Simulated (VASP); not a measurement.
Runs of VASP 6.6.1 on Mg. It takes space group P6_3/mmc (No. 194, hexagonal). The conventional cell has a = 3.177 Å, b = 3.177 Å, c = 10.319 Å, α = 90.00°, β = 90.00°, γ = 120.00°. Within 4.2 Å of Mg (site symmetry -6m2) lie 12 Mg at 3.17 to 3.18 Å. Mg (site symmetry -3m) has 12 Mg at 3.17 to 3.18 Å within 4.2 Å. 

```tsv
level	grid for exact exchange (PRECFOCK)	share of exact exchange	screening parameter	gap on the mesh (eV)	pressure (GPa)
RPBE	-	-	-	none	1.8
revPBE	-	-	-	none	1.6
HSE06	Normal	0.25	0.2079 1/Å	none	0.5
PBEsol	-	-	-	none	0.0
BLYP	-	-	-	none	(a)
r2SCAN0	Normal	0.25	-	none	0.0
```

Alike in all rows: task single point; no spin polarisation; cell as given; k mesh 6 × 6 × 2; cutoff (eV) 520; smearing fermi-dirac 0.05 eV.

Estimate the missing entries.

(a) 1.4.

Caveats: all runs use coarse meshes; the PAW data sets were made with another functional, which shifts forces and pressure a little.

A gap of «none» marks levels without a gap at the run's occupations.
